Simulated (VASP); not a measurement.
Wanted: the native input for a VASP 6.6.1 run.

| Item | Value |
| --- | --- |
| Task | single point |
| Functional | PBEsol |
| Potentials or basis | VASP PAW PBE potentials, release 64 (Ir, Bi_d) |
| Cutoff | 520 eV |
| k mesh | 12 × 12 × 12 |
| Occupations | fermi-dirac, width 0.1 eV |
| Spin | no spin polarisation |
| Dipole correction | no |
| Further INCAR settings | ALGO = Normal; EDIFF = 1e-07; NBANDS = 19 |

The structure of BiIr (zincblende type) lies in POSCAR:

```
BiIr
1.0
    0.0000000000      2.5504884986      2.5504884986
    2.5504884986      0.0000000000      2.5504884986
    2.5504884986      2.5504884986      0.0000000000
Ir Bi
1 1
Direct
    0.0000000000      0.0000000000      0.0000000000
    0.2500000000      0.2500000000      0.2500000000
```

This cell differs from its parent crystal: volume scaled by 0.6.

One way to write it, as run:

INCAR

```
SYSTEM = BiIr
  PREC = Accurate
  ENCUT = 520
  EDIFF = 1E-7
  ISMEAR = -1
  SIGMA = 0.1
  LREAL = .False.
  LASPH = .True.
  NELM = 80
  ALGO = Normal
  ISIF = 2
  LWAVE = .False.
  LCHARG = .False.
  GGA = PS
  NBANDS = 19
```

KPOINTS

```
regular mesh
0
Gamma
  12 12 12
  0 0 0
```

Potentials or basis: VASP PAW PBE potentials, release 64 (Ir, Bi_d).

Launch:

```console
$ cat potpaw_PBE.64/Ir/POTCAR potpaw_PBE.64/Bi_d/POTCAR > POTCAR
$ mpirun -np 1 vasp_std > vasp.out
```

It gave:

* Pressure: 173.2 GPa
* Band gap on the k mesh: zero (band 12 reaches 18.34 eV, above the bottom of band 13 at 11.57 eV)

Caveat: the PAW data sets were made with another functional, which shifts forces and pressure a little; spin-orbit coupling is left out, which moves the levels of the heavy elements.

Wall time 33 s on 1 thread of Intel(R) Xeon(R) Platinum 8488C (Sapphire Rapids), with other jobs on the host, peak memory 0.19 GiB.
